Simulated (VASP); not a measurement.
Input of a VASP 6.6.1 run:

Contents of INCAR:

```
PREC = Accurate ; ENCUT = 600
EDIFF = 1E-6 ; ISMEAR = 0
SIGMA = 0.15 ; LREAL = False
LASPH = True ; NELM = 120
ALGO = Normal ; ISIF = 2
LWAVE = False ; LCHARG = False
GGA = PS ; NBANDS = 13
GGA_COMPAT = False
```

KPOINTS

```
regular mesh
0
Gamma
  22 22 22
```

POSCAR

```
O
1.0
    0.0000000000      1.5298924785      4.3830448547
    1.5351377073      0.0000000000      4.3830448547
    1.5351377073      1.5298924785      0.0000000000
O
2
Direct
    0.0675080576      0.0675080576      0.9324919424
    0.9324919424      0.9324919424      0.0675080576
```

Potentials or basis: VASP PAW PBE potentials, release 64 (O).

Launch:

```console
$ cat potpaw_PBE.64/O/POTCAR > POTCAR
$ mpirun -np 1 vasp_std > vasp.out
```

Q: Predict the pressure.

A: 22.3 GPa.

Q: Predict the band gap on the k mesh.

A: Zero (bands 6 and 7 overlap by 3.85 eV).

Forces in eV/Å, atoms in the order of the input:
```
O    0.000  0.000  3.249
O    0.000  0.000 -3.249
```

Caveat: the standard files for N, O and F lose accuracy on very short bonds; spin is off for a triplet molecule; the stress differs along the axes, from 19 to 29 GPa; this functional lacks dispersion, which holds the molecules together, so the pressure and a relaxed volume are unreliable; the PAW data sets were made with another functional, which shifts forces and pressure a little.
